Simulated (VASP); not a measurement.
P, 4 atoms in the cell. Symmetry: Cmce, No. 64, orthorhombic system. The conventional cell has a = 3.320 Å, b = 10.321 Å, c = 4.241 Å, α = 90.00°, β = 90.00°, γ = 90.00°. P (site symmetry m) has 3 P at 2.23 to 2.25 Å within 2.9 Å. 

```yaml
Program: VASP 6.6.1
Task: single point
Functional: PBE
Dispersion: D3(BJ)
Potentials_or_basis: VASP PAW PBE potentials, release 64 (P)
Cutoff: 520 eV
k_mesh: 14 × 14 × 10
Occupations: gaussian, width 0.1 eV
Spin: no spin polarisation
Dipole_correction: no
Further_INCAR_settings: ALGO = Normal; EDIFF = 1e-06; NBANDS = 18
```

Potentials or basis: VASP PAW PBE potentials, release 64 (P).

The run is started by

```sh
$ cat potpaw_PBE.64/P/POTCAR > POTCAR
$ mpirun -np 1 vasp_std > vasp.out
```

Hardware: 1 thread of Intel Xeon 8259CL, on a shared host.

Question: Estimate the wall time of this run.

Answer: Wall time 11 min on 1 thread of Intel Xeon 8259CL, on a shared host, peak memory 0.45 GiB. Counts: scf iterations 12, k points 342.
